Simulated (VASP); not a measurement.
# LiAl5 (P4/mmm) in VASP: a series of runs

LiAl5 is run at these levels: PBE; tasks: single point.

Everything below comes from runs of VASP 6.6.1. Logs are shortened: lines on timing, memory, paths and dates and some standing lists are left out, and cuts for length are marked.

## (1) The cell of the first run

Symmetry: P4/mmm, No. 123, tetragonal system. The conventional cell has a = 2.893 Å, b = 2.893 Å, c = 12.282 Å, α = 90.00°, β = 90.00°, γ = 90.00°. Li (site symmetry 4/mmm) has 4 Li at 2.89 Å and 8 Al at 2.96 Å within 3.8 Å. Within 3.8 Å of Al (site symmetry 4mm) lie 8 Al at 2.86 to 2.89 Å and 4 Li at 2.96 Å. Within 3.8 Å of Al (site symmetry 4mm) lie 12 Al at 2.86 to 2.89 Å. Within 3.8 Å of Al (site symmetry 4/mmm) lie 12 Al at 2.87 to 2.89 Å.

## (2) Single point, PBE (volume scaled by 1.03, then relaxed in part)

INCAR

```
SYSTEM = LiAl5
PREC     = Accurate       ! precision mode
ENCUT    = 520            ! plane-wave cutoff, eV
EDIFF    = 1E-6           ! SCF threshold, eV
ISMEAR   = 0              ! smearing method
SIGMA    = 0.1            ! smearing width, eV
LREAL    = .FALSE.        ! projectors in reciprocal space
LASPH    = .TRUE.         ! aspherical terms in the spheres
NELM     = 80             ! most SCF steps
ALGO     = Fast           ! electronic algorithm
ISIF     = 2              ! what is computed and relaxed
LWAVE    = .FALSE.        ! write WAVECAR
LCHARG   = .TRUE.         ! write CHGCAR
GGA      = PE             ! functional
LELF     = .TRUE.         ! ELF
LVHAR    = .TRUE.       
NBANDS   = 18             ! bands
```

KPOINTS

```
Automatic mesh
0
G
  12 12 4
  0 0 0
```

POSCAR

```
LiAl5
1.0
    2.8934236281      0.0000000000      0.0000000000
    0.0000000000      2.8934236281      0.0000000000
    0.0000000000      0.0000000000     12.2819441796
Li Al
1 5
Direct
    0.0000000000      0.0000000000      0.0000000000
    0.5000000000      0.5000000000      0.8261784228
    0.0000000000      0.0000000000      0.6635668692
    0.5000000000      0.5000000000      0.5000000000
    0.0000000000      0.0000000000      0.3364331308
    0.5000000000      0.5000000000      0.1738215772
```

Potentials or basis: VASP PAW PBE potentials, release 64 (Li_sv, Al).

Command:

```console
> cat potpaw_PBE.64/Li_sv/POTCAR potpaw_PBE.64/Al/POTCAR > POTCAR
> mpirun -np 1 vasp_std > vasp.out
```

OUTCAR:

```text
SYSTEM = LiAl5
   PREC = Accurate
   ENCUT = 520
   EDIFF = 1E-6
   ISMEAR = 0
   LREAL = .FALSE.
   LASPH = .TRUE.
   NELM = 80
   ISIF = 2
   GGA = PE

 ion  position               nearest neighbor table
   1  0.000  0.000  0.000-   2 2.96   6 2.96   2 2.96   6 2.96   2 2.96   6 2.96   2 2.96   6 2.96

   2  0.500  0.500  0.826-   3 2.86   3 2.86   3 2.86   3 2.86   1 2.96   1 2.96   1 2.96   1 2.96

   3  0.000  0.000  0.664-   2 2.86   2 2.86   2 2.86   2 2.86   4 2.87   4 2.87   4 2.87   4 2.87

   4  0.500  0.500  0.500-   3 2.87   5 2.87   3 2.87   5 2.87   3 2.87   5 2.87   3 2.87   5 2.87

   5  0.000  0.000  0.336-   6 2.86   6 2.86   6 2.86   6 2.86   4 2.87   4 2.87   4 2.87   4 2.87

   6  0.500  0.500  0.174-   5 2.86   5 2.86   5 2.86   5 2.86   1 2.96   1 2.96   1 2.96   1 2.96

  LATTYP: Found a simple tetragonal cell.
 ALAT       =     2.8934236281
 C/A-ratio  =     4.2447791123

  Lattice vectors:

 A1 = (   2.8934236281,   0.0000000000,   0.0000000000)
 A2 = (   0.0000000000,   2.8934236281,   0.0000000000)
 A3 = (   0.0000000000,   0.0000000000,  12.2819441796)

Analysis of symmetry for initial positions (statically):
=====================================================================
 Subroutine PRICEL returns:
 Original cell was already a primitive cell.

 Routine SETGRP: Setting up the symmetry group for a
 simple tetragonal supercell.

 Subroutine GETGRP returns: Found 16 space group operations
 (whereof 16 operations were pure point group operations)
 out of a pool of 16 trial point group operations.

The static configuration has the point symmetry D_4h.

Analysis of symmetry for dynamics (positions and initial velocities):
=====================================================================
 Subroutine PRICEL returns:
 Original cell was already a primitive cell.

 Routine SETGRP: Setting up the symmetry group for a
 simple tetragonal supercell.

 Subroutine GETGRP returns: Found 16 space group operations
 (whereof 16 operations were pure point group operations)
 out of a pool of 16 trial point group operations.

The dynamic configuration has the point symmetry D_4h.

 Subroutine INISYM returns: Found 16 space group operations
 (whereof 16 operations are pure point group operations),
 and found     1 'primitive' translations

----------------------------------------------------------------------------------------

                                     Primitive cell

  volume of cell :     102.8232

  direct lattice vectors                    reciprocal lattice vectors
     2.893423628  0.000000000  0.000000000     0.345611334  0.000000000  0.000000000
     0.000000000  2.893423628  0.000000000     0.000000000  0.345611334  0.000000000
     0.000000000  0.000000000 12.281944180     0.000000000  0.000000000  0.081420334

  length of vectors
     2.893423628  2.893423628 12.281944180     0.345611334  0.345611334  0.081420334

  position of ions in fractional coordinates (direct lattice)
     0.000000000  0.000000000  0.000000000
     0.500000000  0.500000000  0.826178423
     0.000000000  0.000000000  0.663566869
     0.500000000  0.500000000  0.500000000
     0.000000000  0.000000000  0.336433131
     0.500000000  0.500000000  0.173821577

  ion indices of the primitive-cell ions
   primitive index   ion index
                 1           1
                 2           2
                 3           3
                 4           4
                 5           5
                 6           6

----------------------------------------------------------------------------------------

 KPOINTS: Automatic mesh

Automatic generation of k-mesh.
 Grid dimensions read from file:
 generate k-points for:   12   12    4

 Generating k-lattice:

  Cartesian coordinates                     Fractional coordinates (reciprocal lattice)
     0.028800945  0.000000000  0.000000000     0.083333333  0.000000000  0.000000000
     0.000000000  0.028800945  0.000000000     0.000000000  0.083333333  0.000000000
     0.000000000  0.000000000  0.020355084     0.000000000  0.000000000  0.250000000

  Length of vectors
     0.028800945  0.028800945  0.020355084

  Shift w.r.t. Gamma in fractional coordinates (k-lattice)
     0.000000000  0.000000000  0.000000000

 Subroutine IBZKPT returns following result:
 ===========================================

 Found     84 irreducible k-points:

 Following reciprocal coordinates:
            Coordinates               Weight
  0.000000  0.000000  0.000000      1.000000
  0.083333  0.000000  0.000000      4.000000
  0.166667  0.000000  0.000000      4.000000
  0.250000  0.000000  0.000000      4.000000
  0.333333  0.000000  0.000000      4.000000
  0.416667  0.000000  0.000000      4.000000
[... 16 lines left out ...]
  0.333333  0.333333  0.000000      4.000000
  0.416667  0.333333  0.000000      8.000000
 [... further k-points ...]
   k-points           NKPTS =     84   k-points in BZ     NKDIM =     84   number of bands    NBANDS=     18
   number of dos      NEDOS =    301   number of ions     NIONS =      6
   total plane-waves  NPLWV =  55296
   dimension x,y,z NGX =    24 NGY =   24 NGZ =   96
   dimension x,y,z NGXF=    48 NGYF=   48 NGZF=  192
   ions per type =               1   5
   NGX,Y,Z   is equivalent  to a cutoff of  13.79, 13.79, 12.99 a.u.
   NGXF,Y,Z  is equivalent  to a cutoff of  27.58, 27.58, 25.99 a.u.
 SYSTEM =  LiAl5
   PREC   = accura    normal or accurate (medium, high low for compatibility)
   ISTART =      0    job   : 0-new  1-cont  2-samecut
   ICHARG =      2    charge: 1-file 2-atom 10-const
   ISPIN  =      1    spin polarized calculation?
   LNONCOLLINEAR =      F non collinear calculations
   LSORBIT =      F    spin-orbit coupling
   LASPH  =      T    aspherical Exc in radial PAW
   ENCUT  =  520.0 eV  38.22 Ry    6.18 a.u.   5.38  5.38 22.84*2*pi/ulx,y,z
   NELM   =     80;   NELMIN=  2; NELMDL= -5     # of ELM steps
   EDIFF  = 0.1E-05   stopping-criterion for ELM
   LREAL  =      F    real-space projection
   EDIFFG = 0.1E-04   stopping-criterion for IOM
   NSW    =      0    number of steps for IOM
   IBRION =     -1    ionic relax: 0-MD 1-quasi-New 2-CG
   NFREE  =      0    steps in history (QN), initial steepest desc. (CG)
   ISIF   =      2    stress and relaxation
   ISYM   =      2    0-nonsym 1-usesym 2-fastsym
   POTIM  = 0.5000    time-step for ionic-motion
   TEBEG  =    0.0;   TEEND  =   0.0 temperature during run
   PSTRESS=    0.0 pullay stress
   NELECT =      18.0000    total number of electrons
   NUPDOWN=      -1.0000    fix difference up-down
   EMIN   =  10.00;   EMAX   =-10.00  energy-range for DOS
   EFERMI =   0.00;   METHOD = LEGACY
   ISMEAR =     0;   SIGMA  =   0.10  broadening in eV -4-tet -1-fermi 0-gaus
   EFERMI_NEDOS =   21; number of points for ismear=-14 and -15
   IALGO  =     68    algorithm
   IMIX   =      4    mixing-type and parameters
     AMIX     =   0.40;   BMIX     =  1.00
     AMIX_MAG =   1.60;   BMIX_MAG =  1.00
  volume/ion in A,a.u.               =      17.14       115.65
  Fermi-wavevector in a.u.,A,eV,Ry     =   0.915803  1.730616 11.411134  0.838695
  Thomas-Fermi vector in A             =   2.040586
   LORBIT       =      0    0 simple, 1 ext, 2 COOP (PROOUT), +10 PAW based schemes
   GGA     = PE    functional components
   LHFCALC =     F    Hartree Fock is set to
   AEXX    =    0.0000 exact exchange contribution
   IVDW    =     0    specifies the selected vdW correction
   LEPSILON=     F    determine dielectric tensor
   LRPA    =     F    only Hartree local field effects (RPA)
 non-spin polarized calculation
 RMM-DIIS sequential band-by-band and
 Gauss-broadening in eV      SIGMA  =   0.10
  energy-cutoff  :      520.00
  volume of cell :      102.82
 maximum number of plane-waves:      2809
 NGX is ok and might be reduce to    24
   NGX = 11   NGY = 11   NGZ = 45

 number of electron      17.9999996 magnetization

 Free energy of the ion-electron system (eV)
  ---------------------------------------------------
  ext. energy  EPLUGINS =         0.00000000
  ---------------------------------------------------
  free energy    TOTEN  =       -20.89391464 eV

  energy without entropy =      -20.88164174  energy(sigma->0) =      -20.88777819

 E-fermi :   6.5042     XC(G=0):  -9.6422

 val. band max:        6.4755081145   @ k =   0.2500   0.2500   0.0000
 cond. band min:       6.5241306883   @ k =   0.5000   0.0000   0.5000
 fundamental gap:      0.0486225738
 Fermi energy:         6.5041765618

 k-point     1 :       0.0000    0.0000    0.0000
  band No.  band energies     occupation
      1     -39.8157      2.00000
      2      -4.2126      2.00000
      3      -3.3347      2.00000
      4      -2.0041      2.00000
      5       0.0523      2.00000
      6       1.5781      2.00000
[... 10 lines left out ...]
     17      13.8430      0.00000
     18      13.9243      0.00000

 k-point     2 :       0.0833    0.0000    0.0000
  band No.  band energies     occupation
      1     -39.8149      2.00000
      2      -4.0902      2.00000
      3      -3.2127      2.00000
      4      -1.8849      2.00000
      5       0.1723      2.00000
      6       1.6854      2.00000
[... 10 lines left out ...]
     17      13.7884      0.00000
     18      13.9538      0.00000

 k-point     3 :       0.1667    0.0000    0.0000
  band No.  band energies     occupation
      1     -39.8127      2.00000
      2      -3.7236      2.00000
      3      -2.8475      2.00000
      4      -1.5281      2.00000
      5       0.5319      2.00000
      6       2.0049      2.00000
[... 10 lines left out ...]
     17      13.2368      0.00000
     18      14.0470      0.00000

 k-point     4 :       0.2500    0.0000    0.0000
  band No.  band energies     occupation
      1     -39.8098      2.00000
      2      -3.1146      2.00000
      3      -2.2408      2.00000
      4      -0.9359      2.00000
      5       1.1293      2.00000
      6       2.5273      2.00000
[... 10 lines left out ...]
     17      13.6738      0.00000
     18      13.7669      0.00000

 k-point     5 :       0.3333    0.0000    0.0000
  band No.  band energies     occupation
      1     -39.8068      2.00000
      2      -2.2663      2.00000
      3      -1.3956      2.00000
      4      -0.1133      2.00000
      5       1.9612      2.00000
      6       3.2116      2.00000
[... 10 lines left out ...]
     17      13.7215      0.00000
     18      14.3104      0.00000

 k-point     6 :       0.4167    0.0000    0.0000
  band No.  band energies     occupation
      1     -39.8046      2.00000
      2      -1.1832      2.00000
      3      -0.3161      2.00000
      4       0.9256      2.00000
      5       1.6757      2.00000
      6       2.5237      2.00000
[... 307 lines left out ...]
 k-point    21 :       0.4167    0.2500    0.0000
  band No.  band energies     occupation
      1     -39.7989      2.00000
      2      -0.1094      2.00000
      3       0.7529      2.00000
      4       1.9789      2.00000
      5       2.7092      2.00000
      6       3.5485      2.00000
[... 10 lines left out ...]
     17      11.0577      0.00000
     18      11.1290      0.00000

 k-point    22 :       0.5000    0.2500    0.0000
  band No.  band energies     occupation
      1     -39.7982      2.00000
      2       1.1631      2.00000
      3       1.2143      2.00000
      4       1.9983      2.00000
      5       2.0977      2.00000
      6       3.1205      2.00000
[... 10 lines left out ...]
     17      10.6113      0.00000
     18      10.9116      0.00000

 k-point    23 :       0.3333    0.3333    0.0000
  band No.  band energies     occupation
      1     -39.7982      2.00000
      2      -0.3473      2.00000
      3       0.5157      2.00000
      4       1.7587      2.00000
      5       3.8401      2.00000
      6       4.6954      2.00000
[... 10 lines left out ...]
     17      10.1831      0.00000
     18      10.9252      0.00000

 k-point    24 :       0.4167    0.3333    0.0000
  band No.  band energies     occupation
      1     -39.7961      2.00000
      2       0.7174      2.00000
      3       1.5759      2.00000
      4       2.7870      2.00000
      5       3.4671      2.00000
      6       4.3001      2.00000
[... 10 lines left out ...]
     17      10.0404      0.00000
     18      10.6988      0.00000

 [... further k-points ...]

------------------------ aborting loop because EDIFF is reached ----------------------------------------

  FORCE on cell =-STRESS in cart. coord.  units (eV):
  Direction    XX          YY          ZZ          XY          YZ          ZX
  --------------------------------------------------------------------------------------
  -------------------------------------------------------------------------------------
  Total       -1.0866338     -1.0866338     -1.0835169      0.0000000     -0.0000000      0.0000000
  in kB      -16.9317800    -16.9317800    -16.8832137      0.0000000     -0.0000000      0.0000000
  external PRESSURE =     -16.9155913 kB  Pullay stress =       0.0000000 kB

 VOLUME and BASIS-vectors are now :
 -----------------------------------------------------------------------------
  energy-cutoff  :      520.00
  volume of cell :      102.82
      direct lattice vectors                 reciprocal lattice vectors
     2.893423628  0.000000000  0.000000000     0.345611334  0.000000000  0.000000000
     0.000000000  2.893423628  0.000000000     0.000000000  0.345611334  0.000000000
     0.000000000  0.000000000 12.281944180     0.000000000  0.000000000  0.081420334

 POSITION                                       TOTAL-FORCE (eV/Angst)
 -----------------------------------------------------------------------------------
      0.00000      0.00000      0.00000        -0.000000     -0.000000      0.000000
      1.44671      1.44671     10.14708        -0.000000      0.000000     -0.004021
      0.00000      0.00000      8.14989        -0.000000     -0.000000      0.002002
      1.44671      1.44671      6.14097        -0.000000     -0.000000      0.000000
      0.00000      0.00000      4.13205        -0.000000      0.000000     -0.002002
      1.44671      1.44671      2.13487         0.000000      0.000000      0.004021
 -----------------------------------------------------------------------------------
    total drift:                                0.000000      0.000000     -0.000000

  FREE ENERGIE OF THE ION-ELECTRON SYSTEM (eV)
  ---------------------------------------------------
  free  energy   TOTEN  =       -20.8939146392 eV

  energy  without entropy=      -20.8816417379  energy(sigma->0) =      -20.88777819
```

Wall time 2.6 min (1 thread of AMD EPYC 7R43 (Zen 3), shared host); peak memory 0.25 GiB.

Results:

| Property | Result |
| --- | --- |
| Free energy | -20.8939 eV |
| Largest force | 0.004 eV/Å |
| Band gap on the k mesh | zero (band 9 reaches 11.49 eV, above the bottom of band 10 at 4.83 eV) |

Forces in eV/Å, atoms in the order of the input:
```
Li   0.000  0.000  0.000
Al   0.000  0.000 -0.004
Al   0.000  0.000  0.002
Al   0.000  0.000  0.000
Al   0.000  0.000 -0.002
Al   0.000  0.000  0.004
```

Levels at points of the mesh, in eV from the Fermi level:
```
           k point  band 6  band 7  band 8  band 9  band 10  band 11  band 12  band 13
(0.00, 0.00, 0.00)   -4.93   -2.08   -0.04    4.98     5.38     5.52     5.52     5.65
(0.50, 0.00, 0.00)   -4.46   -4.14   -2.28   -2.10    -1.67    -0.07     1.90     2.19
(0.50, 0.50, 0.00)   -1.50   -1.39   -0.79   -0.79    -0.72    -0.41     0.56     0.72
(0.00, 0.00, 0.50)   -4.07   -3.23    1.58    2.49     5.40     5.54     5.54     6.16
(0.50, 0.00, 0.50)   -4.10   -4.06   -3.20   -2.22     0.02     0.08     0.34     1.56
(0.50, 0.50, 0.50)   -1.47   -1.39   -0.83   -0.51    -0.51    -0.38     0.63     0.63
```

Caveat: the cutoff is under 1.25 times the usual one of these potentials, so pressure, stress and relaxed cells hold a basis-set (Pulay) error.

## (3) Single point, PBE (volume scaled by 1.06, then relaxed in part)

INCAR

```
PREC = Accurate ; ENCUT = 520
EDIFF = 1E-6 ; ISMEAR = 0
SIGMA = 0.1 ; LREAL = F
LASPH = T ; NELM = 100
ALGO = Fast ; ISIF = 2
LWAVE = F ; LCHARG = T
GGA = PE ; LELF = T
LVHAR = T ; NBANDS = 18
```

KPOINTS

```
Automatic mesh
0
Gamma
  12 12 4
```

POSCAR

```
LiAl5
1.0
    2.9205350684      0.0000000000      0.0000000000
    0.0000000000      2.9205350684      0.0000000000
    0.0000000000      0.0000000000     12.4060908228
Li Al
1 5
Direct
    0.0000000000      0.0000000000      0.0000000000
    0.5000000000      0.5000000000      0.8238280910
    0.0000000000      0.0000000000      0.6624283524
    0.5000000000      0.5000000000      0.5000000000
    0.0000000000      0.0000000000      0.3375716476
    0.5000000000      0.5000000000      0.1761719090
```

Potentials or basis: VASP PAW PBE potentials, release 64 (Li_sv, Al).

Command:

```console
> cat potpaw_PBE.64/Li_sv/POTCAR potpaw_PBE.64/Al/POTCAR > POTCAR
> mpirun -np 1 vasp_std > vasp.out
```

Run time: 2.6 min. Hardware: 1 thread of AMD EPYC 7R43 (Zen 3), shared host; peak memory 0.26 GiB.

Results (log left out):

```
Free energy            : -20.8496 eV
Largest force          : 0.004 eV/Å
Band gap on the k mesh : zero (band 9 reaches 11.16 eV, above the bottom of band 10 at 4.65 eV)
```

Forces on the atoms (eV/Å):
```
Li   0.000  0.000  0.000
Al   0.000  0.000 -0.004
Al   0.000  0.000  0.001
Al   0.000  0.000  0.000
Al   0.000  0.000 -0.001
Al   0.000  0.000  0.004
```

Levels at points of the mesh, in eV from the Fermi level:
```
           k point  band 7  band 8  band 9  band 10  band 11  band 12
(0.00, 0.00, 0.00)   -2.02   -0.01    4.92     5.34     5.37     5.37
(0.50, 0.00, 0.00)   -4.04   -2.25   -2.04    -1.60    -0.03     1.87
(0.50, 0.50, 0.00)   -1.42   -0.75   -0.75    -0.75    -0.45     0.47
(0.00, 0.00, 0.50)   -3.13    1.59    2.44     5.35     5.38     5.38
(0.50, 0.00, 0.50)   -4.01   -3.10   -2.15     0.00     0.11     0.37
(0.50, 0.50, 0.50)   -1.43   -0.86   -0.49    -0.49    -0.43     0.69
```

Caveat: the cutoff is under 1.25 times the usual one of these potentials, so pressure, stress and relaxed cells hold a basis-set (Pulay) error.
